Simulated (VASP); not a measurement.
# Ru: single point with PBE

Ru:

```
Ru
1.0
    -1.42621    1.42621    1.42621
     1.42621   -1.42621    1.42621
     1.42621    1.42621   -1.42621
Ru
1
Direct
  0.00000 0.00000 0.00000
```

| Property | Result |
| --- | --- |
| Program | VASP 6.6.1 |
| Task | single point |
| Functional | PBE |
| Potentials or basis | VASP PAW PBE potentials, release 64 (Ru_pv) |
| Cutoff | 520 eV |
| k mesh | 19 × 19 × 19 |
| Occupations | fermi-dirac, width 0.08 eV |
| Spin | no spin polarisation |

* Pressure: 93.5 GPa
* Band gap on the k mesh: zero (band 7 reaches 18.41 eV, above the bottom of band 8 at 13.55 eV)

Levels at points of the mesh, in eV from the Fermi level:
| k point | band 4 | band 5 | band 6 | band 7 | band 8 | band 9 | band 10 | band 11 |
| --- | --- | --- | --- | --- | --- | --- | --- | --- |
| (0.00, 0.00, 0.00) | -9.11 | -3.68 | -3.68 | -3.68 | -0.19 | -0.19 | 10.31 | 17.15 |

It took 23 s on 1 thread of Intel(R) Xeon(R) Platinum 8488C (Sapphire Rapids), with other jobs on the host, peak memory 0.14 GiB.
